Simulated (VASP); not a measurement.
# LiH in VASP: further runs

The runs below take LiH through single point, relaxation of cell and atoms, with PBEsol.

Everything below comes from runs of VASP 6.6.1. Logs are shortened: lines on timing, memory, paths and dates and some standing lists are left out, and cuts for length are marked.

## (1) The cell of the first run

Symmetry: P6_3/mmc, No. 194, hexagonal system. The conventional cell has a = 2.760 Å, b = 2.760 Å, c = 4.859 Å, α = 90.00°, β = 90.00°, γ = 120.00°. Within 2.8 Å of Li (site symmetry -3m) lie 6 H at 2.00 Å and 8 Li at 2.43 to 2.76 Å. Within 3.0 Å of H (site symmetry -6m2) lie 6 Li at 2.00 Å and 12 H at 2.76 to 2.91 Å.

## (2) Single point, PBEsol

Contents of INCAR:

```
PREC = Accurate
ENCUT = 520
EDIFF = 1E-6
ISMEAR = -1
SIGMA = 0.03
LREAL = False
LASPH = True
NELM = 80
ALGO = Normal
ISIF = 2
LWAVE = False
LCHARG = False
GGA = PS
NBANDS = 12
```

Contents of KPOINTS:

```
regular mesh
0
Gamma
  9 9 6
```

Contents of POSCAR:

```
LiH
1.0
    2.7602732656      0.0000000000      0.0000000000
   -1.3801366328      2.3904667694      0.0000000000
    0.0000000000      0.0000000000      4.8590923150
Li H
2 2
Direct
    0.0000000000      0.0000000000      0.0000000000
    0.0000000000      0.0000000000      0.5000000000
    0.3333333333      0.6666666667      0.2500000000
    0.6666666667      0.3333333333      0.7500000000
```

Potentials or basis: VASP PAW PBE potentials, release 64 (Li_sv, H).

Run with:

```console
> cat potpaw_PBE.64/Li_sv/POTCAR potpaw_PBE.64/H/POTCAR > POTCAR
> mpirun -np 1 vasp_std > vasp.out
```

OUTCAR:

```text
PREC = Accurate
   ENCUT = 520
   EDIFF = 1E-6
   ISMEAR = -1
   LREAL = False
   LASPH = True
   NELM = 80
   ISIF = 2
   GGA = PS

 ion  position               nearest neighbor table
   1  0.000  0.000  0.000-   2 2.43   2 2.43
   2  0.000  0.000  0.500-   1 2.43   1 2.43
   3  0.333  0.667  0.250-
   4  0.667  0.333  0.750-

  LATTYP: Found a hexagonal cell.
 ALAT       =     2.7602732656
 C/A-ratio  =     1.7603664012

  Lattice vectors:

 A1 = (   2.7602732656,   0.0000000000,   0.0000000000)
 A2 = (  -1.3801366328,   2.3904667694,   0.0000000000)
 A3 = (   0.0000000000,   0.0000000000,   4.8590923150)

Analysis of symmetry for initial positions (statically):
=====================================================================
 Subroutine PRICEL returns:
 Original cell was already a primitive cell.

 Routine SETGRP: Setting up the symmetry group for a
 hexagonal supercell.

 Subroutine GETGRP returns: Found 24 space group operations
 (whereof 12 operations were pure point group operations)
 out of a pool of 24 trial point group operations.

The static configuration has the point symmetry D_3d.
 The point group associated with its full space group is D_6h.

Analysis of symmetry for dynamics (positions and initial velocities):
=====================================================================
 Subroutine PRICEL returns:
 Original cell was already a primitive cell.

 Routine SETGRP: Setting up the symmetry group for a
 hexagonal supercell.

 Subroutine GETGRP returns: Found 24 space group operations
 (whereof 12 operations were pure point group operations)
 out of a pool of 24 trial point group operations.

The dynamic configuration has the point symmetry D_3d.
 The point group associated with its full space group is D_6h.

 Subroutine INISYM returns: Found 24 space group operations
 (whereof 12 operations are pure point group operations),
 and found     1 'primitive' translations

----------------------------------------------------------------------------------------

                                     Primitive cell

  volume of cell :      32.0620

  direct lattice vectors                    reciprocal lattice vectors
     2.760273266  0.000000000  0.000000000     0.362282971  0.209164171  0.000000000
    -1.380136633  2.390466769  0.000000000     0.000000000  0.418328342  0.000000000
     0.000000000  0.000000000  4.859092315     0.000000000  0.000000000  0.205799753
[... 98 lines left out ...]
   PSTRESS=    0.0 pullay stress
   NELECT =       8.0000    total number of electrons
   NUPDOWN=      -1.0000    fix difference up-down
   EMIN   =  10.00;   EMAX   =-10.00  energy-range for DOS
   EFERMI =   0.00;   METHOD = LEGACY
   ISMEAR =    -1;   SIGMA  =   0.03  broadening in eV -4-tet -1-fermi 0-gaus
   EFERMI_NEDOS =   21; number of points for ismear=-14 and -15
   IALGO  =     38    algorithm
   IMIX   =      4    mixing-type and parameters
     AMIX     =   0.40;   BMIX     =  1.00
     AMIX_MAG =   1.60;   BMIX_MAG =  1.00
  volume/ion in A,a.u.               =       8.02        54.09
  Fermi-wavevector in a.u.,A,eV,Ry     =   1.030643  1.947633 14.452443  1.062225
  Thomas-Fermi vector in A             =   2.164751
   LORBIT       =      0    0 simple, 1 ext, 2 COOP (PROOUT), +10 PAW based schemes
   GGA     = PS    functional components
   LHFCALC =     F    Hartree Fock is set to
   AEXX    =    0.0000 exact exchange contribution
   IVDW    =     0    specifies the selected vdW correction
   LEPSILON=     F    determine dielectric tensor
   LRPA    =     F    only Hartree local field effects (RPA)
 non-spin polarized calculation
  energy-cutoff  :      520.00
  volume of cell :       32.06
 maximum number of plane-waves:       878
 NGX is ok and might be reduce to    24
   NGX = 11   NGY = 11   NGZ = 19

 number of electron       8.0000004 magnetization

 Free energy of the ion-electron system (eV)
  ---------------------------------------------------
  ext. energy  EPLUGINS =         0.00000000
  ---------------------------------------------------
  free energy    TOTEN  =       -12.02531852 eV

  energy without entropy =      -12.02531852  energy(sigma->0) =      -12.02531852

 E-fermi :   0.7971     XC(G=0):  -8.6200

 val. band max:        0.0373751832   @ k =   0.4444   0.1111   0.0000
 cond. band min:       4.3270702982   @ k =   0.4444   0.1111   0.3333
 fundamental gap:      4.2896951150
 Fermi energy:         0.7971160470

 k-point     1 :       0.0000    0.0000    0.0000
  band No.  band energies     occupation
      1     -43.6936      2.00000
      2     -43.6192      2.00000
      3      -5.3564      2.00000
      4      -3.0695      2.00000
      5       4.4499      0.00000
      6      14.7136      0.00000
      7      16.0560      0.00000
      8      16.5049      0.00000
      9      16.5049      0.00000
     10      16.6131      0.00000
     11      19.9761      0.00000
     12      19.9761      0.00000
[... 331 lines left out ...]
 k-point    24 :       0.3333    0.3333    0.1667
  band No.  band energies     occupation
      1     -43.6383      2.00000
      2     -43.5807      2.00000
      3      -0.7882      2.00000
      4      -0.7882      2.00000
      5       5.8742      0.00000
      6       5.8742      0.00000
      7       6.9883      0.00000
      8       7.7833      0.00000
      9       9.6289      0.00000
     10       9.6289      0.00000
     11      18.5231      0.00000
     12      21.0731      0.00000

 [... further k-points ...]

------------------------ aborting loop because EDIFF is reached ----------------------------------------

  FORCE on cell =-STRESS in cart. coord.  units (eV):
  Direction    XX          YY          ZZ          XY          YZ          ZX
  --------------------------------------------------------------------------------------
  -------------------------------------------------------------------------------------
  Total       -0.0368320     -0.0368320     -0.0242354      0.0000000     -0.0000000      0.0000000
  in kB       -1.8405450     -1.8405450     -1.2110725      0.0000000     -0.0000000      0.0000000
  external PRESSURE =      -1.6307208 kB  Pullay stress =       0.0000000 kB

 VOLUME and BASIS-vectors are now :
 -----------------------------------------------------------------------------
  energy-cutoff  :      520.00
  volume of cell :       32.06
      direct lattice vectors                 reciprocal lattice vectors
     2.760273266  0.000000000  0.000000000     0.362282971  0.209164171  0.000000000
    -1.380136633  2.390466769  0.000000000     0.000000000  0.418328342  0.000000000
     0.000000000  0.000000000  4.859092315     0.000000000  0.000000000  0.205799753

 POSITION                                       TOTAL-FORCE (eV/Angst)
 -----------------------------------------------------------------------------------
      0.00000      0.00000      0.00000        -0.000000      0.000000     -0.000000
      0.00000      0.00000      2.42955        -0.000000      0.000000     -0.000000
     -0.00000      1.59364      1.21477        -0.000000      0.000000      0.000000
      1.38014      0.79682      3.64432         0.000000      0.000000     -0.000000
 -----------------------------------------------------------------------------------
    total drift:                               -0.000000      0.000000      0.000000

  FREE ENERGIE OF THE ION-ELECTRON SYSTEM (eV)
  ---------------------------------------------------
  free  energy   TOTEN  =       -12.0253185163 eV

  energy  without entropy=      -12.0253185163  energy(sigma->0) =      -12.02531852
```

OSZICAR:

```text
N       E                     dE             d eps       ncg     rms          rms(c)
DAV:   1     0.134531589265E+02    0.13453E+02   -0.31094E+03  1152   0.642E+02
DAV:   2    -0.103051173614E+02   -0.23758E+02   -0.23295E+02  1508   0.129E+02
DAV:   3    -0.124361830813E+02   -0.21311E+01   -0.21170E+01  1908   0.268E+01
DAV:   4    -0.124808529689E+02   -0.44670E-01   -0.44660E-01  1416   0.409E+00
DAV:   5    -0.124812961783E+02   -0.44321E-03   -0.44320E-03  1676   0.368E-01    0.382E+00
DAV:   6    -0.121364553938E+02    0.34484E+00   -0.21347E-01  1356   0.173E+00    0.192E+00
DAV:   7    -0.120214484848E+02    0.11501E+00   -0.29244E-01  1444   0.229E+00    0.293E-01
DAV:   8    -0.120255004066E+02   -0.40519E-02   -0.22290E-02  1480   0.971E-01    0.882E-02
DAV:   9    -0.120253106011E+02    0.18981E-03   -0.44196E-04  1544   0.107E-01    0.324E-02
DAV:  10    -0.120253212905E+02   -0.10689E-04   -0.60812E-05  1368   0.540E-02    0.832E-03
DAV:  11    -0.120253195476E+02    0.17428E-05   -0.29579E-06  1496   0.136E-02    0.337E-03
DAV:  12    -0.120253176931E+02    0.18545E-05   -0.42006E-07   852   0.435E-03    0.250E-03
DAV:  13    -0.120253185163E+02   -0.82319E-06   -0.76892E-08   736   0.281E-03
   1 F= -.12025319E+02 E0= -.12025319E+02  d E =-.240723E-12
```

stdout:

```text
POSCAR found type information on POSCAR LiH
 POSCAR found :  2 types and       4 ions
 scaLAPACK will be used
 -----------------------------------------------------------------------------
|                                                                             |
|                                                                             |
|     You enforced a specific xc type in the INCAR file but a different       |
|     I HOPE YOU KNOW WHAT YOU ARE DOING!                                     |
|                                                                             |
 -----------------------------------------------------------------------------

 LDA part: xc-table for (Slater+PW92), standard interpolation
 POSCAR, INCAR and KPOINTS ok, starting setup
 FFT: planning ... GRIDC
 FFT: planning ... GRID_SOFT
 FFT: planning ... GRID
 WAVECAR not read
 entering main loop
```

Run time: 31 s. Hardware: 1 thread of Oxide Virtual Turin-like, shared host; peak memory 0.12 GiB.

What came out:

| Property | Result |
| --- | --- |
| Free energy | -12.0253 eV |
| Band gap on the k mesh | 4.29 eV (least direct gap 4.81 eV) |

Levels at points of the mesh, in eV from the valence-band top:
| k point | band 1 | band 2 | band 3 | band 4 | band 5 | band 6 | band 7 | band 8 |
| --- | --- | --- | --- | --- | --- | --- | --- | --- |
| (0.00, 0.00, 0.00) | -43.73 | -43.66 | -5.39 | -3.11 | 4.41 | 14.68 | 16.02 | 16.47 |
| (0.00, 0.00, 0.50) | -43.69 | -43.69 | -4.48 | -4.48 | 8.40 | 8.40 | 15.87 | 15.87 |

Caveat: the cutoff is under 1.25 times the usual one of these potentials, so pressure, stress and relaxed cells hold a basis-set (Pulay) error; the PAW data sets were made with another functional, which shifts forces and pressure a little. A k mesh can miss the band edges.

[end of part 1 of 2]
